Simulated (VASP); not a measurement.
A run of VASP 6.6.1 is set up as follows.

Contents of INCAR:

```
PREC = Accurate
ENCUT = 520
EDIFF = 1E-6
ISMEAR = 0
SIGMA = 0.05
LREAL = F
LASPH = T
NELM = 80
ALGO = Normal
ISIF = 2
LWAVE = F
LCHARG = F
GGA = PE
NBANDS = 11
```

The input KPOINTS:

```
regular mesh
0
Gamma
  12 12 12
```

POSCAR

```
SiC
1.0
    0.0000000000      2.1898586930      2.1898586930
    2.1898586930      0.0000000000      2.1898586930
    2.1898586930      2.1898586930      0.0000000000
Si C
1 1
Direct
    0.0000000000      0.0000000000      0.0000000000
    0.7500000000      0.7500000000      0.7500000000
```

Potentials or basis: VASP PAW PBE potentials, release 64 (Si, C).

Run with:

```sh
$ cat potpaw_PBE.64/Si/POTCAR potpaw_PBE.64/C/POTCAR > POTCAR
$ mpirun -np 1 vasp_std > vasp.out
```

(1) Predict the band gap on the k mesh.

(2) Predict the pressure.

## Answers

(1) 1.37 eV, indirect (least direct gap 4.53 eV).

(2) 0.0 GPa.

**What was measured.**

“Insight into the structural, elastic and electronic properties of a new orthorhombic 6O-SiC polytype”, 2020, pmc:7200658 quotes, for a bulk crystal of SiC: band gap 2.4 eV (indirect).

Against the measured gap of SiC, 2.4 eV (indirect; quoted in “Insight into the structural, elastic and electronic properties of a new orthorhombic 6O-SiC polytype”, 2020, pmc:7200658), the calculated 1.37 eV is off by -1.03 eV. The value is that of PBE on a finite k mesh, which can miss the band edges, without temperature or zero-point motion. Semilocal functionals fall short of measured gaps as a rule.
